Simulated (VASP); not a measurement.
Input of a VASP 6.6.1 run:

INCAR

```
SYSTEM = Sc3TeBr
ALGO = Normal ; EDIFF = 1E-6
ENCUT = 520 ; GGA = PE
ISIF = 2 ; ISMEAR = 0
LASPH = .TRUE. ; LCHARG = .FALSE.
LREAL = .FALSE. ; LWAVE = .FALSE.
NBANDS = 31 ; NELM = 100
PREC = Accurate ; SIGMA = 0.1
```

The input KPOINTS:

```
k-points
0
G
  8 8 8
  0 0 0
```

The input POSCAR:

```
Sc3TeBr
1.0
    5.0015599498      0.0000000000      0.0000000000
    0.0000000000      5.0015599498      0.0000000000
    0.0000000000      0.0000000000      5.0015599498
Sc Te Br
3 1 1
Direct
    0.0000000000      0.5000000000      0.5000000000
    0.5000000000      0.5000000000      0.0000000000
    0.5000000000      0.0000000000      0.5000000000
    0.0000000000      0.0000000000      0.0000000000
    0.5000000000      0.5000000000      0.5000000000
```

Potentials or basis: VASP PAW PBE potentials, release 64 (Sc_sv, Te, Br).

Command:

```sh
$ cat potpaw_PBE.64/Sc_sv/POTCAR potpaw_PBE.64/Te/POTCAR potpaw_PBE.64/Br/POTCAR > POTCAR
$ mpirun -np 1 vasp_std > vasp.out
```

Problem. Estimate the band gap on the k mesh.

Solution. Zero (bands 23 and 24 overlap by 1.51 eV).

Problem. What does it give for the pressure?

Solution. 0.2 GPa.

Caveat: spin-orbit coupling is left out, which moves the levels of the heavy elements.
